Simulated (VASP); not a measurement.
# Hf (P6_3/mmc) in VASP: further runs, part 3 of 3

VASP 6.6.1.

### Step 6. Single point, PBEsol

This run uses another cell than the first one, of 20.67 Å³/atom.

INCAR reads:

```
SYSTEM = Hf
PREC = Accurate
ENCUT = 520
EDIFF = 1E-6
ISMEAR = 0
SIGMA = 0.15
LREAL = .False.
LASPH = .True.
NELM = 60
ALGO = Fast
ISIF = 2
LWAVE = .False.
LCHARG = .False.
GGA = PS
NBANDS = 17
```

KPOINTS reads:

```
regular mesh
0
Gamma
  18 18 10
  0 0 0
```

POSCAR reads:

```
Hf
1.0
    3.0023000000      0.0000000000      0.0000000000
   -1.5011500000      2.6000680698      0.0000000000
    0.0000000000      0.0000000000      5.2960000000
Hf
2
Direct
    0.3333333333      0.6666666667      0.2500000000
    0.6666666667      0.3333333333      0.7500000000
```

Potentials or basis: VASP PAW PBE potentials, release 64 (Hf_pv).

On the command line:

```bash
cat potpaw_PBE.64/Hf_pv/POTCAR > POTCAR
mpirun -np 1 vasp_std > vasp.out
```

OUTCAR:

```text
SYSTEM = Hf
   PREC = Accurate
   ENCUT = 520
   EDIFF = 1E-6
   ISMEAR = 0
   LREAL = .False.
   LASPH = .True.
   NELM = 60
   ISIF = 2
   GGA = PS

 ion  position               nearest neighbor table
   1  0.333  0.667  0.250-   2 3.16   2 3.16   2 3.16   2 3.16   2 3.16   2 3.16
   2  0.667  0.333  0.750-   1 3.16   1 3.16   1 3.16   1 3.16   1 3.16   1 3.16

  LATTYP: Found a hexagonal cell.
 ALAT       =     3.0023000000
 C/A-ratio  =     1.7639809479

  Lattice vectors:

 A1 = (   3.0023000000,   0.0000000000,   0.0000000000)
 A2 = (  -1.5011500000,   2.6000680698,   0.0000000000)
 A3 = (   0.0000000000,   0.0000000000,   5.2960000000)

Analysis of symmetry for initial positions (statically):
=====================================================================
 Subroutine PRICEL returns:
 Original cell was already a primitive cell.

 Routine SETGRP: Setting up the symmetry group for a
 hexagonal supercell.

 Subroutine GETGRP returns: Found 24 space group operations
 (whereof 12 operations were pure point group operations)
 out of a pool of 24 trial point group operations.

The static configuration has the point symmetry D_3d.
 The point group associated with its full space group is D_6h.

Analysis of symmetry for dynamics (positions and initial velocities):
=====================================================================
 Subroutine PRICEL returns:
 Original cell was already a primitive cell.

 Routine SETGRP: Setting up the symmetry group for a
 hexagonal supercell.

 Subroutine GETGRP returns: Found 24 space group operations
 (whereof 12 operations were pure point group operations)
 out of a pool of 24 trial point group operations.

The dynamic configuration has the point symmetry D_3d.
 The point group associated with its full space group is D_6h.

 Subroutine INISYM returns: Found 24 space group operations
 (whereof 12 operations are pure point group operations),
 and found     1 'primitive' translations

----------------------------------------------------------------------------------------

                                     Primitive cell

  volume of cell :      41.3416

  direct lattice vectors                    reciprocal lattice vectors
     3.002300000  0.000000000  0.000000000     0.333077974  0.192302658  0.000000000
    -1.501150000  2.600068070  0.000000000     0.000000000  0.384605315  0.000000000
     0.000000000  0.000000000  5.296000000     0.000000000  0.000000000  0.188821752

  length of vectors
     3.002300000  3.002300000  5.296000000     0.384605315  0.384605315  0.188821752

  position of ions in fractional coordinates (direct lattice)
     0.333333333  0.666666667  0.250000000
     0.666666667  0.333333333  0.750000000

  ion indices of the primitive-cell ions
   primitive index   ion index
                 1           1
                 2           2

----------------------------------------------------------------------------------------

 KPOINTS: regular mesh

Automatic generation of k-mesh.
 Grid dimensions read from file:
 generate k-points for:   18   18   10

 Generating k-lattice:

  Cartesian coordinates                     Fractional coordinates (reciprocal lattice)
     0.018504332  0.010683481  0.000000000     0.055555556  0.000000000  0.000000000
     0.000000000  0.021366962  0.000000000     0.000000000  0.055555556  0.000000000
     0.000000000  0.000000000  0.018882175     0.000000000  0.000000000  0.100000000

  Length of vectors
     0.021366962  0.021366962  0.018882175

  Shift w.r.t. Gamma in fractional coordinates (k-lattice)
     0.000000000  0.000000000  0.000000000

 Subroutine IBZKPT returns following result:
 ===========================================

 Found    222 irreducible k-points:

 Following reciprocal coordinates:
            Coordinates               Weight
  0.000000  0.000000  0.000000      1.000000
  0.055556  0.000000  0.000000      6.000000
  0.111111  0.000000  0.000000      6.000000
  0.166667  0.000000  0.000000      6.000000
  0.222222  0.000000  0.000000      6.000000
  0.277778 -0.000000  0.000000      6.000000
[... 16 lines left out ...]
  0.333333  0.111111  0.000000     12.000000
  0.388889  0.111111  0.000000     12.000000
 [... further k-points ...]
   k-points           NKPTS =    222   k-points in BZ     NKDIM =    222   number of bands    NBANDS=     17
   number of dos      NEDOS =    301   number of ions     NIONS =      2
   total plane-waves  NPLWV =  23040
   dimension x,y,z NGX =    24 NGY =   24 NGZ =   40
   dimension x,y,z NGXF=    48 NGYF=   48 NGZF=   80
   ions per type =               2
   NGX,Y,Z   is equivalent  to a cutoff of  13.29, 13.29, 12.56 a.u.
   NGXF,Y,Z  is equivalent  to a cutoff of  26.58, 26.58, 25.11 a.u.
 SYSTEM =  Hf
   PREC   = accura    normal or accurate (medium, high low for compatibility)
   ISTART =      0    job   : 0-new  1-cont  2-samecut
   ICHARG =      2    charge: 1-file 2-atom 10-const
   ISPIN  =      1    spin polarized calculation?
   LNONCOLLINEAR =      F non collinear calculations
   LSORBIT =      F    spin-orbit coupling
   LASPH  =      T    aspherical Exc in radial PAW
   ENCUT  =  520.0 eV  38.22 Ry    6.18 a.u.   5.58  5.58  9.85*2*pi/ulx,y,z
   NELM   =     60;   NELMIN=  2; NELMDL= -5     # of ELM steps
   EDIFF  = 0.1E-05   stopping-criterion for ELM
   LREAL  =      F    real-space projection
   EDIFFG = 0.1E-04   stopping-criterion for IOM
   NSW    =      0    number of steps for IOM
   IBRION =     -1    ionic relax: 0-MD 1-quasi-New 2-CG
   NFREE  =      0    steps in history (QN), initial steepest desc. (CG)
   ISIF   =      2    stress and relaxation
   ISYM   =      2    0-nonsym 1-usesym 2-fastsym
   POTIM  = 0.5000    time-step for ionic-motion
   TEBEG  =    0.0;   TEEND  =   0.0 temperature during run
   PSTRESS=    0.0 pullay stress
   NELECT =      20.0000    total number of electrons
   NUPDOWN=      -1.0000    fix difference up-down
   EMIN   =  10.00;   EMAX   =-10.00  energy-range for DOS
   EFERMI =   0.00;   METHOD = LEGACY
   ISMEAR =     0;   SIGMA  =   0.15  broadening in eV -4-tet -1-fermi 0-gaus
   EFERMI_NEDOS =   21; number of points for ismear=-14 and -15
   IALGO  =     68    algorithm
   IMIX   =      4    mixing-type and parameters
     AMIX     =   0.40;   BMIX     =  1.00
     AMIX_MAG =   1.60;   BMIX_MAG =  1.00
  volume/ion in A,a.u.               =      20.67       139.49
  Fermi-wavevector in a.u.,A,eV,Ry     =   1.285156  2.428593 22.471741  1.651626
  Thomas-Fermi vector in A             =   2.417307
   LORBIT       =      0    0 simple, 1 ext, 2 COOP (PROOUT), +10 PAW based schemes
   GGA     = PS    functional components
   LHFCALC =     F    Hartree Fock is set to
   AEXX    =    0.0000 exact exchange contribution
   IVDW    =     0    specifies the selected vdW correction
   LEPSILON=     F    determine dielectric tensor
   LRPA    =     F    only Hartree local field effects (RPA)
 non-spin polarized calculation
 RMM-DIIS sequential band-by-band and
 Gauss-broadening in eV      SIGMA  =   0.15
  energy-cutoff  :      520.00
  volume of cell :       41.34
 maximum number of plane-waves:      1141
 NGX is ok and might be reduce to    24
   NGX = 11   NGY = 11   NGZ = 19

 number of electron      19.9999996 magnetization

 Free energy of the ion-electron system (eV)
  ---------------------------------------------------
  ext. energy  EPLUGINS =         0.00000000
  ---------------------------------------------------
  free energy    TOTEN  =       -20.86315682 eV

  energy without entropy =      -20.84311485  energy(sigma->0) =      -20.85313584

 E-fermi :   5.2510     XC(G=0): -11.7522

 val. band max:        5.2415571307   @ k =   0.2778   0.2778   0.5000
 cond. band min:       5.2522829185   @ k =   0.1667   0.1667   0.4000
 fundamental gap:      0.0107257879
 Fermi energy:         5.2510072607

 k-point     1 :       0.0000    0.0000    0.0000
  band No.  band energies     occupation
      1     -25.5147      2.00000
      2     -24.6332      2.00000
      3     -24.5492      2.00000
      4     -24.5492      2.00000
      5     -24.4596      2.00000
      6     -24.4596      2.00000
[... 9 lines left out ...]
     16       9.0658      0.00000
     17      11.3050      0.00000
[... 441 lines left out ...]
 k-point    24 :       0.3889    0.1111    0.0000
  band No.  band energies     occupation
      1     -25.5235      2.00000
      2     -25.4038      2.00000
      3     -25.0640      2.00000
      4     -24.8890      2.00000
      5     -24.7796      2.00000
      6     -24.7348      2.00000
[... 9 lines left out ...]
     16      11.5614      0.00000
     17      13.3526      0.00000

 [... further k-points ...]
[... 5 lines left out ...]
  --------------------------------------------------------------------------------------
  -------------------------------------------------------------------------------------
  Total        2.3375972      2.3375972     -0.8975348      0.0000000      0.0000000      0.0000000
  in kB       90.5927583     90.5927583    -34.7836460      0.0000000      0.0000000      0.0000000
  external PRESSURE =      48.8006236 kB  Pullay stress =       0.0000000 kB

 VOLUME and BASIS-vectors are now :
 -----------------------------------------------------------------------------
  energy-cutoff  :      520.00
  volume of cell :       41.34
      direct lattice vectors                 reciprocal lattice vectors
     3.002300000  0.000000000  0.000000000     0.333077974  0.192302658  0.000000000
    -1.501150000  2.600068070  0.000000000     0.000000000  0.384605315  0.000000000
     0.000000000  0.000000000  5.296000000     0.000000000  0.000000000  0.188821752

 POSITION                                       TOTAL-FORCE (eV/Angst)
 -----------------------------------------------------------------------------------
     -0.00000      1.73338      1.32400        -0.000000     -0.000000      0.000000
      1.50115      0.86669      3.97200         0.000000      0.000000      0.000000
 -----------------------------------------------------------------------------------
    total drift:                                0.000000     -0.000000      0.000000

  FREE ENERGIE OF THE ION-ELECTRON SYSTEM (eV)
  ---------------------------------------------------
  free  energy   TOTEN  =       -20.8631568229 eV

  energy  without entropy=      -20.8431148531  energy(sigma->0) =      -20.85313584
```

OSZICAR:

```text
N       E                     dE             d eps       ncg     rms          rms(c)
DAV:   1     0.503589591116E+02    0.50359E+02   -0.11423E+04  7588   0.113E+03
DAV:   2    -0.196310375030E+02   -0.69990E+02   -0.68334E+02  9810   0.252E+02
DAV:   3    -0.215129873630E+02   -0.18819E+01   -0.18626E+01  9608   0.274E+01
DAV:   4    -0.215266684136E+02   -0.13681E-01   -0.13674E-01  9548   0.280E+00
DAV:   5    -0.215267859063E+02   -0.11749E-03   -0.11747E-03  9715   0.232E-01    0.672E+01
RMM:   6    -0.210405791184E+02    0.48621E+00   -0.37030E-01  7573   0.364E+00    0.402E+01
RMM:   7    -0.208699107030E+02    0.17067E+00   -0.83257E-01  8396   0.547E+00    0.197E+00
RMM:   8    -0.208622614728E+02    0.76492E-02   -0.72288E-02  8155   0.188E+00    0.373E-01
RMM:   9    -0.208630649441E+02   -0.80347E-03   -0.92712E-03 10272   0.627E-01    0.304E-01
RMM:  10    -0.208631805223E+02   -0.11558E-03   -0.13842E-03 10896   0.223E-01    0.255E-01
RMM:  11    -0.208632494489E+02   -0.68927E-04   -0.64495E-04  8407   0.151E-01    0.537E-01
RMM:  12    -0.208631546184E+02    0.94830E-04   -0.19537E-04  8507   0.835E-02    0.389E-02
RMM:  13    -0.208631561578E+02   -0.15394E-05   -0.28548E-05  9282   0.338E-02    0.255E-02
RMM:  14    -0.208631568229E+02   -0.66505E-06   -0.26305E-06  7822   0.103E-02
   1 F= -.20863157E+02 E0= -.20853136E+02  d E =-.200420E-01
```

Run time: 81 s. Hardware: 1 thread of Intel Xeon 6975P-C, shared host; peak memory 0.26 GiB.

Results:

```
Free energy            : -20.8632 eV
Pressure               : 4.9 GPa
Band gap on the k mesh : zero (bands 10 and 11 overlap by 0.83 eV)
```

Caveat: the stress differs along the axes, from -3 to 9 GPa; the PAW data sets were made with another functional, which shifts forces and pressure a little; spin-orbit coupling is left out, which moves the levels of the heavy elements.

### Step 7. The runs side by side

```tsv
cell	further INCAR settings	gap on the mesh (eV)	pressure (GPa)
a = 3.002, b = 3.002, c = 4.996 Å, angles 90.0, 90.0, 120.0°, 2 atoms	ALGO = Fast; EDIFF = 1e-06; NBANDS = 17	none	13.1
a = 3.239, b = 3.239, c = 4.397 Å, angles 90.0, 90.0, 120.0°, 2 atoms	ALGO = Fast; EDIFF = 1e-06; NBANDS = 17	none	11.3
a = 3.160, b = 3.160, c = 4.697 Å, angles 90.0, 90.0, 120.0°, 2 atoms	ALGO = Fast; EDIFF = 1e-07; NBANDS = 17	none	8.0
a = 3.081, b = 3.081, c = 4.996 Å, angles 90.0, 90.0, 120.0°, 2 atoms	ALGO = Fast; EDIFF = 1e-07; NBANDS = 17	none	5.8
a = 3.002, b = 3.002, c = 5.296 Å, angles 90.0, 90.0, 120.0°, 2 atoms	ALGO = Fast; EDIFF = 1e-06; NBANDS = 17	none	4.9
```

Alike in all rows: task single point; level PBEsol; potentials or basis VASP PAW PBE potentials, release 64 (Hf_pv); no spin polarisation; k mesh 18 × 18 × 10; cutoff (eV) 520; smearing gaussian 0.15 eV.

Caveats: the PAW data sets were made with another functional, which shifts forces and pressure a little; spin-orbit coupling is left out, which moves the levels of the heavy elements; the stress differs along the axes, from 9 to 15 GPa (at least some runs); the stress differs along the axes, from 5 to 24 GPa (at least some runs); the stress differs along the axes, from 5 to 14 GPa (at least some runs); the cell stands under pressure (at least some runs); the stress differs along the axes, from -3 to 9 GPa (at least some runs).

Total energies depend on the potentials used, so only differences within one code and one set of settings carry meaning.
